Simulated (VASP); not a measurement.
Runs of VASP 6.6.1 on Os. The structure is that of space group Fd-3m (No. 227), or close to it. The cells are those of the table. This isn't the form of Os at room conditions, which is hcp.

| task | cell | k mesh | cutoff (eV) | gap on the mesh (eV) | pressure (GPa) |
| --- | --- | --- | --- | --- | --- |
| single point | a = 4.034 Å, angles 60.0°, 2 atoms | 11 × 11 × 11 | 520 | none | -6.1 |
| single point | a = 3.816 Å, angles 60.0°, 2 atoms | 11 × 11 × 11 | 520 | none | (a) |
| single point | a = 3.982 Å, angles 60.0°, 2 atoms | 10 × 10 × 10 | 520 | none | 0.5 |
| single point | a = 4.135 Å, angles 60.0°, 2 atoms | 11 × 11 × 11 | 520 | none | -15.4 |
| relaxation of cell and atoms | relaxed from a = 3.766 Å, angles 60.0°, 2 atoms | 10 × 10 × 10 | 600 | none | 0.0 |
| single point | a = 3.982 Å, angles 60.0°, 2 atoms | 11 × 11 × 11 | 520 | none | 0.5 |

Alike in all rows: level BLYP; potentials or basis VASP PAW PBE potentials, release 64 (Os); no spin polarisation; smearing fermi-dirac 0.1 eV.

Question: Estimate the missing entries.

Answer: (a) 31.7.

Caveats: the PAW data sets were made with another functional, which shifts forces and pressure a little; spin-orbit coupling is left out, which moves the levels of the heavy elements; the cell stands under tension (at least some runs); the cell stands under pressure (at least some runs).

A k mesh can miss the band edges, and the runs leave out spin-orbit coupling on Os.

A gap of «none» marks levels without a gap at the run's occupations.
